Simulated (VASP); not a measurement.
A run of VASP 6.6.1 is set up as follows.

INCAR

```
ALGO     = Normal         # electronic algorithm
EDIFF    = 1E-7           # SCF threshold, eV
ENCUT    = 520            # plane-wave cutoff, eV
GGA      = CA             # functional
ISIF     = 2              # what is computed and relaxed
ISMEAR   = 0              # smearing method
LASPH    = True           # aspherical terms in the spheres
LCHARG   = False          # write CHGCAR
LREAL    = Auto         
LWAVE    = False          # write WAVECAR
NBANDS   = 48             # bands
NELM     = 80             # most SCF steps
PREC     = Accurate       # precision mode
SIGMA    = 0.05           # smearing width, eV
```

Contents of KPOINTS:

```
k-points
0
Gamma
  2 2 2
```

Contents of POSCAR:

```
Si
1.0
    0.0000000000      5.4300000000      5.4300000000
    5.4300000000      0.0000000000      5.4300000000
    5.4300000000      5.4300000000      0.0000000000
Si
17
Direct
    0.0017546041     -0.0007030387     -0.0006879374
    0.1238298343      0.1229156538      0.1229156538
   -0.0028595764     -0.0031761510      0.5029483425
    0.1238576427      0.1230834254      0.6299871087
   -0.0028613260      0.5029473297     -0.0031784530
    0.1238597606      0.6299709945      0.1230905157
   -0.0029118785      0.5030708103      0.5030768877
    0.1261106814      0.6246394107      0.6246383057
    0.5040752302     -0.0034157459     -0.0034162983
    0.6325860037      0.1224220994      0.1224278085
    0.5040594843     -0.0033254144      0.5026020258
    0.6250282689      0.1261280847      0.6243873849
    0.5040592081      0.5025956722     -0.0033223757
    0.6250271639      0.6243875691      0.1261260589
    0.5000265193      0.5000066298      0.5000046041
    0.6249988029      0.6244586556      0.6244612339
    0.2517217311      0.2493178637      1.2493316759
```

Potentials or basis: VASP PAW LDA potentials, release 64 (Si).

Launch:

```sh
$ cat potpaw_LDA.64/Si/POTCAR > POTCAR
$ mpirun -np 1 vasp_std > vasp.out
```

Predict the largest force.

0.034 eV/Å.

Estimate the band gap on the k mesh.

zero (bands 34 and 35 overlap by 0.24 eV).

Forces in eV/Å, atoms in the order of the input:
```
Si  -0.004  0.004  0.003
Si  -0.011 -0.008 -0.008
Si  -0.004  0.004  0.023
Si   0.012  0.014 -0.012
Si  -0.004  0.023  0.004
Si   0.012 -0.012  0.014
Si  -0.026  0.004  0.004
Si  -0.019  0.020  0.020
Si   0.015 -0.004 -0.004
Si   0.004 -0.004 -0.004
Si   0.003 -0.014 -0.004
Si   0.019 -0.019  0.013
Si   0.003 -0.004 -0.014
Si   0.019  0.013 -0.019
Si  -0.001  0.001  0.001
Si  -0.013 -0.020 -0.020
Si  -0.004  0.002  0.002
```

Caveat: the k points lie up to 0.50 Å⁻¹ apart.
